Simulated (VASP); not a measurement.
# O (P4/mmm) in VASP: a series of runs

Aim: see how the results for O move with the level of theory and the settings. Levels: BLYP+D3(BJ), PBEsol, PBEsol+D3(BJ). Tasks: single point, relaxation of cell and atoms.

Program: VASP 6.6.1. These are calculated values, not measurements. Logs are shortened: lines on timing, memory, paths and dates and some standing lists are left out, and cuts for length are marked.

## 1. The cell of the first run

The structure is tetragonal, space group P4/mmm (No. 123). Conventional cell: a = 1.822 Å, b = 1.822 Å, c = 3.181 Å, α = 90.00°, β = 90.00°, γ = 90.00°. O (site symmetry 4/mmm) has 4 O at 1.82 Å within 2.4 Å.

## 2. Single point, BLYP+D3(BJ)

Contents of INCAR:

```
SYSTEM = O
PREC = Accurate
ENCUT = 520
EDIFF = 1E-7
ISMEAR = 1
SIGMA = 0.1
LREAL = .False.
LASPH = .True.
NELM = 60
ALGO = Normal
ISIF = 2
LWAVE = .False.
LCHARG = .False.
GGA = B5
ALDAX = 1.0
AGGAX = 1.0
AGGAC = 1.0
ALDAC = 0.0
IVDW = 12
VDW_S6 = 1.0
VDW_S8 = 2.6996
VDW_A1 = 0.4298
VDW_A2 = 4.2359
NBANDS = 9
```

Contents of KPOINTS:

```
Automatic mesh
0
Gamma
  12 12 7
  0 0 0
```

Contents of POSCAR:

```
O
1.0
    1.8219745920      0.0000000000      0.0000000000
    0.0000000000      1.8219745920      0.0000000000
    0.0000000000      0.0000000000      3.1805524965
O
1
Direct
    0.0000000000      0.0000000000      0.0000000000
```

Potentials or basis: VASP PAW PBE potentials, release 64 (O).

The run is started by

```console
> cat potpaw_PBE.64/O/POTCAR > POTCAR
> mpirun -np 1 vasp_std > vasp.out
```

OUTCAR:

```text
SYSTEM = O
   PREC = Accurate
   ENCUT = 520
   EDIFF = 1E-7
   ISMEAR = 1
   LREAL = .False.
   LASPH = .True.
   NELM = 60
   ISIF = 2
   GGA = B5
   IVDW = 12
 IVDW          = 12

 ion  position               nearest neighbor table
   1  0.000  0.000  0.000-

  LATTYP: Found a simple tetragonal cell.
 ALAT       =     1.8219745920
 C/A-ratio  =     1.7456623767

  Lattice vectors:

 A1 = (   1.8219745920,   0.0000000000,   0.0000000000)
 A2 = (   0.0000000000,   1.8219745920,   0.0000000000)
 A3 = (   0.0000000000,   0.0000000000,   3.1805524965)

Analysis of symmetry for initial positions (statically):
=====================================================================
 Subroutine PRICEL returns:
 Original cell was already a primitive cell.

 Routine SETGRP: Setting up the symmetry group for a
 simple tetragonal supercell.

 Subroutine GETGRP returns: Found 16 space group operations
 (whereof 16 operations were pure point group operations)
 out of a pool of 16 trial point group operations.

The static configuration has the point symmetry D_4h.

Analysis of symmetry for dynamics (positions and initial velocities):
=====================================================================
 Subroutine PRICEL returns:
 Original cell was already a primitive cell.

 Routine SETGRP: Setting up the symmetry group for a
 simple tetragonal supercell.

 Subroutine GETGRP returns: Found 16 space group operations
 (whereof 16 operations were pure point group operations)
 out of a pool of 16 trial point group operations.

The dynamic configuration has the point symmetry D_4h.

 Subroutine INISYM returns: Found 16 space group operations
 (whereof 16 operations are pure point group operations),
 and found     1 'primitive' translations

----------------------------------------------------------------------------------------

                                     Primitive cell

  volume of cell :      10.5581

  direct lattice vectors                    reciprocal lattice vectors
     1.821974592  0.000000000  0.000000000     0.548855074  0.000000000  0.000000000
     0.000000000  1.821974592  0.000000000     0.000000000  0.548855074  0.000000000
     0.000000000  0.000000000  3.180552496     0.000000000  0.000000000  0.314410783

  length of vectors
     1.821974592  1.821974592  3.180552496     0.548855074  0.548855074  0.314410783

  position of ions in fractional coordinates (direct lattice)
     0.000000000  0.000000000  0.000000000

  ion indices of the primitive-cell ions
   primitive index   ion index
                 1           1

----------------------------------------------------------------------------------------

 KPOINTS: Automatic mesh

Automatic generation of k-mesh.
 Grid dimensions read from file:
 generate k-points for:   12   12    7

 Generating k-lattice:

  Cartesian coordinates                     Fractional coordinates (reciprocal lattice)
     0.045737923  0.000000000  0.000000000     0.083333333  0.000000000  0.000000000
     0.000000000  0.045737923  0.000000000     0.000000000  0.083333333  0.000000000
     0.000000000  0.000000000  0.044915826     0.000000000  0.000000000  0.142857143

  Length of vectors
     0.045737923  0.045737923  0.044915826

  Shift w.r.t. Gamma in fractional coordinates (k-lattice)
     0.000000000  0.000000000  0.000000000

 Subroutine IBZKPT returns following result:
 ===========================================

 Found    112 irreducible k-points:

 Following reciprocal coordinates:
            Coordinates               Weight
  0.000000  0.000000  0.000000      1.000000
  0.083333  0.000000  0.000000      4.000000
  0.166667  0.000000  0.000000      4.000000
  0.250000  0.000000  0.000000      4.000000
  0.333333  0.000000  0.000000      4.000000
  0.416667  0.000000  0.000000      4.000000
[... 16 lines left out ...]
  0.333333  0.333333  0.000000      4.000000
  0.416667  0.333333  0.000000      8.000000
 [... further k-points ...]
   k-points           NKPTS =    112   k-points in BZ     NKDIM =    112   number of bands    NBANDS=      9
   number of dos      NEDOS =    301   number of ions     NIONS =      1
   total plane-waves  NPLWV =   4704
   dimension x,y,z NGX =    14 NGY =   14 NGZ =   24
   dimension x,y,z NGXF=    28 NGYF=   28 NGZF=   48
   ions per type =               1
   NGX,Y,Z   is equivalent  to a cutoff of  12.77, 12.77, 12.54 a.u.
   NGXF,Y,Z  is equivalent  to a cutoff of  25.55, 25.55, 25.09 a.u.
 SYSTEM =  O
   PREC   = accura    normal or accurate (medium, high low for compatibility)
   ISTART =      0    job   : 0-new  1-cont  2-samecut
   ICHARG =      2    charge: 1-file 2-atom 10-const
   ISPIN  =      1    spin polarized calculation?
   LNONCOLLINEAR =      F non collinear calculations
   LSORBIT =      F    spin-orbit coupling
   LASPH  =      T    aspherical Exc in radial PAW
   ENCUT  =  520.0 eV  38.22 Ry    6.18 a.u.   3.39  3.39  5.91*2*pi/ulx,y,z
[... 53 lines left out ...]
 cond. band min:      -0.0886899520   @ k =   0.4167   0.3333   0.2857
 fundamental gap:      0.0913014312
 Fermi energy:        -0.1660367586

 k-point     1 :       0.0000    0.0000    0.0000
  band No.  band energies     occupation
      1     -22.0082      2.00000
      2      -4.3056      2.00000
      3       3.2211      0.00000
      4       3.2211      0.00000
      5       8.3904      0.00000
      6      26.0203      0.00000
      7      28.6281      0.00000
      8      33.3779      0.00000
      9      49.7073      0.00000

 k-point     2 :       0.0833    0.0000    0.0000
  band No.  band energies     occupation
      1     -21.7931      2.00000
      2      -4.1358      2.00000
      3       2.3953      0.00000
      4       3.3025      0.00000
      5       8.6936      0.00000
      6      25.8791      0.00000
      7      28.9011      0.00000
      8      33.7924      0.00000
      9      46.1053      0.00000

 k-point     3 :       0.1667    0.0000    0.0000
  band No.  band energies     occupation
      1     -21.1599      2.00000
      2      -3.6511      2.00000
      3       0.2747     -0.00000
      4       3.5274      0.00000
      5       9.5854      0.00000
      6      25.3660      0.00000
      7      29.4142      0.00000
      8      34.1783      0.00000
      9      42.1442      0.00000

 k-point     4 :       0.2500    0.0000    0.0000
  band No.  band energies     occupation
      1     -20.1507      2.00000
      2      -2.9316      2.00000
      3      -2.4650      2.00000
      4       3.8445      0.00000
      5      11.0508      0.00000
      6      24.3226      0.00000
      7      28.9811      0.00000
      8      33.4111      0.00000
      9      39.1028      0.00000

 k-point     5 :       0.3333    0.0000    0.0000
  band No.  band energies     occupation
      1     -18.8728      2.00000
      2      -5.2370      2.00000
      3      -2.1287      2.00000
      4       4.1739      0.00000
      5      13.0826      0.00000
      6      22.8753      0.00000
      7      26.0522      0.00000
      8      33.8927      0.00000
      9      37.4998      0.00000

 k-point     6 :       0.4167    0.0000    0.0000
  band No.  band energies     occupation
      1     -17.6037      2.00000
      2      -7.4889      2.00000
      3      -1.4722      2.00000
      4       4.4239      0.00000
      5      15.6666      0.00000
      6      21.5889      0.00000
      7      22.3148      0.00000
      8      35.3266      0.00000
      9      36.8779      0.00000
[... 169 lines left out ...]
 k-point    21 :       0.4167    0.2500    0.0000
  band No.  band energies     occupation
      1     -15.9053      2.00000
      2      -6.1136      2.00000
      3      -0.4025      2.00414
      4      -0.2358      1.91833
      5      17.7772      0.00000
      6      23.2466      0.00000
      7      24.1020      0.00000
      8      29.2329      0.00000
      9      33.8135      0.00000

 k-point    22 :       0.5000    0.2500    0.0000
  band No.  band energies     occupation
      1     -15.3267      2.00000
      2      -7.0047      2.00000
      3      -0.1800      1.23366
      4      -0.0489     -0.06996
      5      19.6842      0.00000
      6      21.3622      0.00000
      7      23.8134      0.00000
      8      28.3025      0.00000
      9      33.7958      0.00000

 k-point    23 :       0.3333    0.3333    0.0000
  band No.  band energies     occupation
      1     -15.9228      2.00000
      2      -3.5542      2.00000
      3      -2.9209      2.00000
      4      -0.3231      2.04881
      5      17.1344      0.00000
      6      23.9975      0.00000
      7      25.5208      0.00000
      8      31.2816      0.00000
      9      32.5982      0.00000

 k-point    24 :       0.4167    0.3333    0.0000
  band No.  band energies     occupation
      1     -14.7363      2.00000
      2      -5.3098      2.00000
      3      -2.6195      2.00000
      4       0.1953     -0.00000
      5      18.5886      0.00000
      6      23.1128      0.00000
      7      25.8936      0.00000
      8      29.0930      0.00000
      9      31.9557      0.00000

 [... further k-points ...]

------------------------ aborting loop because EDIFF is reached ----------------------------------------

 Edisp (eV)   -0.13555

 E8    (eV) :    -0.0714

  FORCE on cell =-STRESS in cart. coord.  units (eV):
  Direction    XX          YY          ZZ          XY          YZ          ZX
  --------------------------------------------------------------------------------------
  -------------------------------------------------------------------------------------
  Total      -0.00813    -0.00813    -0.02877     0.00000     0.00000    -0.00000
  in kB      -1.23308    -1.23308    -4.36627     0.00000     0.00000    -0.00000
  external pressure =       -2.28 kB  Pullay stress =        0.00 kB

 VOLUME and BASIS-vectors are now :
 -----------------------------------------------------------------------------
  energy-cutoff  :      520.00
  volume of cell :       10.56
      direct lattice vectors                 reciprocal lattice vectors
     1.821974592  0.000000000  0.000000000     0.548855074  0.000000000  0.000000000
     0.000000000  1.821974592  0.000000000     0.000000000  0.548855074  0.000000000
     0.000000000  0.000000000  3.180552496     0.000000000  0.000000000  0.314410783

 POSITION                                       TOTAL-FORCE (eV/Angst)
 -----------------------------------------------------------------------------------
      0.00000      0.00000      0.00000         0.000000      0.000000      0.000000
 -----------------------------------------------------------------------------------
    total drift:                                0.000000     -0.000000      0.000000

  FREE ENERGIE OF THE ION-ELECTRON SYSTEM (eV)
  ---------------------------------------------------
  free  energy   TOTEN  =        -3.2863944480 eV

  energy  without entropy=       -3.2863993426  energy(sigma->0) =       -3.28639608
```

Wall time 11 s (1 thread of AMD EPYC 7R13, shared host); peak memory 0.09 GiB.

What came out:

| Property | Result |
| --- | --- |
| Free energy | -3.2864 eV |
| Pressure | -0.2 GPa |
| Band gap on the k mesh | zero (band 3 reaches 3.23 eV, above the bottom of band 4 at -1.05 eV) |
| Dispersion energy per atom | -0.136 eV |

Stress tensor (GPa, compression positive):
```
-0.12  0.00  0.00
 0.00 -0.12  0.00
 0.00  0.00 -0.44
```

Caveat: the PAW data sets were made with another functional, which shifts forces and pressure a little; pairwise dispersion overbinds metals, which lowers pressure and volume.

## 3. Relaxation of cell and atoms, PBEsol

This run uses another cell than the first one, of 9.63 Å³/atom, 0.912 times its volume.

Contents of INCAR:

```
PREC = Accurate
ENCUT = 600
EDIFF = 1E-6
ISMEAR = 1
SIGMA = 0.1
LREAL = False
LASPH = True
NELM = 100
ALGO = Normal
ISIF = 3
LWAVE = False
LCHARG = False
GGA = PS
IBRION = 2
NSW = 50
EDIFFG = -0.01
```

Contents of KPOINTS:

```
Automatic mesh
0
Gamma
  12 12 7
```

Contents of POSCAR:

```
O
1.0
    1.7755912600      0.0000000000      0.0000000000
    0.0000000000      1.7755912600      0.0000000000
    0.0000000000      0.0000000000      3.0530507000
O
1
Direct
    0.0000000000      0.0000000000      0.0000000000
```

Potentials or basis: VASP PAW PBE potentials, release 64 (O).

The run is started by

```console
> cat potpaw_PBE.64/O/POTCAR > POTCAR
> mpirun -np 1 vasp_std > vasp.out
```

Run time: 42 s. Hardware: 1 thread of AMD EPYC 7R13, shared host; peak memory 0.08 GiB.

The run converged. Its results:

| Item | Value |
| --- | --- |
| Free energy | -3.7331 eV |
| Relaxed volume | 10.51 Å³/atom |
| Relaxed cell | a = 1.776 Å, b = 1.776 Å, c = 3.333 Å, α = 90.00°, β = 90.00°, γ = 90.00° |
| Space group after relaxing (to 0.05 Å) | P4/mmm (No. 123) |
| Energy gained by relaxing | 3.6 meV/atom |
| Ionic steps | 12 |
| Pressure after relaxing | -0.1 GPa |
| Band gap on the k mesh | zero (band 3 reaches 3.66 eV, above the bottom of band 4 at -0.92 eV) |

Stress tensor (GPa, compression positive):
```
-0.14  0.00  0.00
 0.00 -0.14  0.00
 0.00  0.00  0.01
```

The path:
| step | energy change (eV) | largest force (eV/Å) | pressure (GPa) | volume (Å³) |
| --- | --- | --- | --- | --- |
| 1 | 0.0000 | 0.0000 | 0.10 | 9.63 |
| 2 | -0.0005 | 0.0000 | 0.86 | 9.63 |
| 3 | -0.0006 | 0.0000 | 1.97 | 9.64 |
| 4 | -0.0006 | 0.0000 | 1.44 | 9.64 |
| 5 | -0.0009 | 0.0000 | 1.44 | 9.67 |
| 6 | -0.0012 | 0.0000 | 1.30 | 9.71 |
| 7 | -0.0018 | 0.0000 | 1.01 | 9.79 |
| 8 | -0.0026 | 0.0000 | 0.45 | 9.96 |
| 9 | -0.0034 | 0.0000 | -0.40 | 10.28 |
| 10 | -0.0017 | 0.0000 | -2.20 | 10.94 |
| 11 | -0.0034 | 0.0000 | -0.84 | 10.43 |
| 12 | -0.0036 | 0.0000 | -0.09 | 10.51 |

Final structure:
```xyz
1
Lattice="1.7756 0.0000 0.0000 0.0000 1.7756 0.0000 0.0000 0.0000 3.3329" Properties=species:S:1:pos:R:3 pbc="T T T"
O     0.0000    1.7756    3.3329
```

Levels at points of the mesh, in eV from the Fermi level:
```tsv
k point	band 1	band 2	band 3	band 4	band 5	band 6	band 7
(0.00, 0.00, 0.00)	-22.90	-5.03	3.68	3.68	7.61	24.63	29.39
(0.50, 0.00, 0.00)	-17.17	-9.37	-1.38	5.16	18.62	18.78	19.87
(0.50, 0.50, 0.00)	-11.93	-5.70	-5.70	1.23	16.88	29.84	29.84
```

Caveat: the PAW data sets were made with another functional, which shifts forces and pressure a little.

## 4. Relaxation of cell and atoms, BLYP+D3(BJ)

This run uses another cell than the first one, of 9.63 Å³/atom, 0.912 times its volume.

Contents of INCAR:

```
SYSTEM = O
PREC = Accurate
ENCUT = 600
EDIFF = 1E-7
ISMEAR = 1
SIGMA = 0.1
LREAL = .FALSE.
LASPH = .TRUE.
NELM = 100
ALGO = Normal
ISIF = 3
LWAVE = .FALSE.
LCHARG = .FALSE.
GGA = B5
ALDAX = 1.0
AGGAX = 1.0
AGGAC = 1.0
ALDAC = 0.0
IVDW = 12
VDW_S6 = 1.0
VDW_S8 = 2.6996
VDW_A1 = 0.4298
VDW_A2 = 4.2359
IBRION = 2
NSW = 50
EDIFFG = -0.01
```

Contents of KPOINTS:

```
regular mesh
0
G
  12 12 7
  0 0 0
```

POSCAR is that of step 3.

The run is started by

```console
> cat potpaw_PBE.64/O/POTCAR > POTCAR
> mpirun -np 1 vasp_std > vasp.out
```

Run time: 42 s. Hardware: 1 thread of AMD EPYC 7R13, shared host; peak memory 0.09 GiB.

Results (log left out):

```
Free energy                            : -3.2847 eV
Relaxed volume                         : 10.39 Å³/atom
Relaxed cell                           : a = 1.821 Å, b = 1.821 Å, c = 3.131 Å, α = 90.00°, β = 90.00°, γ = 90.00°
Space group after relaxing (to 0.05 Å) : P4/mmm (No. 123)
Energy gained by relaxing              : 24.7 meV/atom
Ionic steps                            : 7
Pressure after relaxing                : 0.1 GPa
Band gap on the k mesh                 : zero (band 3 reaches 3.37 eV, above the bottom of band 4 at -0.92 eV)
Dispersion energy per atom             : -0.138 eV
```

Step by step:
```csv
step,energy change (eV),largest force (eV/Å),pressure (GPa),volume (Å³)
1,0.0000,0.0000,11.39,9.63
2,-0.0108,0.0000,-5.69,10.60
3,-0.0239,0.0000,0.28,10.15
4,-0.0239,0.0000,0.43,10.14
5,-0.0240,0.0000,0.42,10.16
6,-0.0243,0.0000,0.32,10.24
7,-0.0247,0.0000,0.14,10.39
```

Final structure:
```
O
1.0
     1.82132    0.00000    0.00000
     0.00000    1.82132    0.00000
     0.00000    0.00000    3.13109
O
1
Direct
  0.00000 0.00000 0.00000
```

Levels at points of the mesh, in eV from the Fermi level:
```tsv
k point	band 1	band 2	band 3	band 4	band 5	band 6	band 7
(0.00, 0.00, 0.00)	-21.87	-4.08	3.39	3.39	8.71	26.75	28.85
(0.50, 0.00, 0.00)	-16.84	-8.29	-1.02	4.69	19.03	19.08	21.53
(0.50, 0.50, 0.00)	-12.30	-5.04	-5.04	1.21	17.45	29.27	29.51
```

Caveat: the PAW data sets were made with another functional, which shifts forces and pressure a little; pairwise dispersion overbinds metals, which lowers pressure and volume.

## 5. Relaxation of cell and atoms, PBEsol+D3(BJ)

This run uses another cell than the first one, of 9.63 Å³/atom, 0.912 times its volume.

Contents of INCAR:

```
ALGO = Normal
EDIFF = 1E-7
EDIFFG = -0.01
ENCUT = 600
GGA = PS
IBRION = 2
ISIF = 3
ISMEAR = 1
IVDW = 12
LASPH = True
LCHARG = False
LREAL = False
LWAVE = False
NELM = 60
NSW = 50
PREC = Accurate
SIGMA = 0.1
```

Contents of KPOINTS:

```
k-points
0
Gamma
  12 12 7
```

POSCAR is that of step 4.

The run is started by

```console
> cat potpaw_PBE.64/O/POTCAR > POTCAR
> mpirun -np 1 vasp_std > vasp.out
```

Wall time 22 s (1 thread of AMD EPYC 7R13, shared host); peak memory 0.09 GiB.

Results (log left out):

- Free energy: -3.7840 eV
- Relaxed volume: 9.91 Å³/atom
- Relaxed cell: a = 1.774 Å, b = 1.774 Å, c = 3.147 Å, α = 90.00°, β = 90.00°, γ = 90.00°
- Space group after relaxing (to 0.05 Å): P4/mmm (No. 123)
- Energy gained by relaxing: 0.7 meV/atom
- Ionic steps: 6
- Pressure after relaxing: -0.1 GPa
- Band gap on the k mesh: zero (band 3 reaches 4.12 eV, above the bottom of band 4 at -0.48 eV)
- Dispersion energy per atom: -0.052 eV

Stress tensor (GPa, compression positive):
```
-0.15  0.00  0.00
 0.00 -0.15  0.00
 0.00  0.00 -0.01
```

The path:
```tsv
step	energy change (eV)	largest force (eV/Å)	pressure (GPa)	volume (Å³)
1	0.0000	0.0000	-0.20	9.63
2	-0.0001	0.0000	0.67	9.61
3	-0.0001	0.0000	0.47	9.61
4	-0.0002	0.0000	0.41	9.64
5	-0.0005	0.0000	0.22	9.73
6	-0.0007	0.0000	-0.10	9.91
```

Final structure:
```
CELL_PARAMETERS angstrom
1.77443 0.00000 0.00000
0.00000 1.77443 0.00000
0.00000 0.00000 3.14653
ATOMIC_POSITIONS crystal
O 0.00000 0.00000 0.00000
```

Levels at points of the mesh, in eV from the Fermi level:
```
           k point  band 1  band 2  band 3  band 4  band 5  band 6  band 7
(0.00, 0.00, 0.00)  -22.95   -4.82    3.69    3.69    8.04   26.70   29.60
(0.50, 0.00, 0.00)  -17.19   -9.41   -1.26    5.17   18.87   19.14   20.81
(0.50, 0.50, 0.00)  -11.93   -5.72   -5.72    1.31   16.75   30.05   30.05
```

Caveat: the PAW data sets were made with another functional, which shifts forces and pressure a little; pairwise dispersion overbinds metals, which lowers pressure and volume.

## 6. Summary

| task | level | cell | cutoff (eV) | gap on the mesh (eV) | pressure (GPa) | relaxed volume (Å³/atom) |
| --- | --- | --- | --- | --- | --- | --- |
| single point | BLYP+D3(BJ) | a = 1.822, b = 1.822, c = 3.181 Å, 1 atom | 520 | none | -0.2 | - |
| relaxation of cell and atoms | PBEsol | relaxed from a = 1.776, b = 1.776, c = 3.053 Å, 1 atom | 600 | none | -0.1 | 10.51 |
| relaxation of cell and atoms | BLYP+D3(BJ) | relaxed from a = 1.776, b = 1.776, c = 3.053 Å, 1 atom | 600 | none | 0.1 | 10.39 |
| relaxation of cell and atoms | PBEsol+D3(BJ) | relaxed from a = 1.776, b = 1.776, c = 3.053 Å, 1 atom | 600 | none | -0.1 | 9.91 |

Alike in all rows: potentials or basis VASP PAW PBE potentials, release 64 (O); no spin polarisation; k mesh 12 × 12 × 7; smearing methfessel-paxton 0.1 eV.

Caveats: the PAW data sets were made with another functional, which shifts forces and pressure a little; pairwise dispersion overbinds metals, which lowers pressure and volume (some runs).

Absolute energies hang on the potentials; compare differences alone.
